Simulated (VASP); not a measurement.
**Ti: single point with PBEsol**

The system is Ti.

```
Ti
1.0
    -1.74487    1.74487    1.50268
     1.74487   -1.74487    1.50268
     1.74487    1.74487   -1.50268
Ti
1
Cartesian
  0.0000 0.0000 0.0000
```

This cell differs from its parent crystal: volume 18.300 Å^3 an atom, c/a of the conventional cell 0.8612.

* Program: VASP 6.6.1
* Task: single point
* Functional: PBEsol
* Potentials or basis: VASP PAW PBE potentials, release 64 (Ti_sv)
* Cutoff: 520 eV
* k mesh: 22 × 22 × 22
* Occupations: gaussian, width 0.15 eV
* Spin: no spin polarisation
* Dipole correction: no
* Further INCAR settings: ALGO = Fast; EDIFF = 1e-06; NBANDS = 12

- Pressure: -9.9 GPa
- Band gap on the k mesh: zero (band 6 reaches 8.31 eV, above the bottom of band 7 at 6.93 eV)

Stress tensor (GPa, compression positive):
```
-9.94  0.00  0.00
 0.00 -9.94  0.00
 0.00  0.00 -9.69
```

Levels at points of the mesh, in eV from the Fermi level:
| k point | band 2 | band 3 | band 4 | band 5 | band 6 | band 7 | band 8 | band 9 | band 10 | band 11 |
| --- | --- | --- | --- | --- | --- | --- | --- | --- | --- | --- |
| (0.00, 0.00, 0.00) | -32.46 | -32.46 | -32.43 | -5.87 | 0.27 | 1.37 | 1.37 | 1.79 | 3.02 | 16.14 |
| (0.50, 0.00, 0.00) | -33.03 | -32.64 | -32.50 | -2.34 | -0.74 | 1.39 | 2.45 | 3.46 | 3.91 | 8.62 |
| (0.50, 0.50, 0.00) | -33.03 | -32.57 | -32.43 | -2.42 | 0.37 | 0.52 | 1.69 | 2.54 | 3.86 | 7.52 |
| (0.50, 0.50, 0.50) | -32.89 | -32.89 | -32.71 | -2.13 | -1.82 | 3.59 | 3.59 | 3.82 | 6.58 | 6.58 |

Run time: 2.4 min on 1 thread of Intel(R) Xeon(R) 6975P-C (Granite Rapids), with other jobs on the host, peak memory 0.29 GiB.

Caveat: the PAW data sets were made with another functional, which shifts forces and pressure a little.
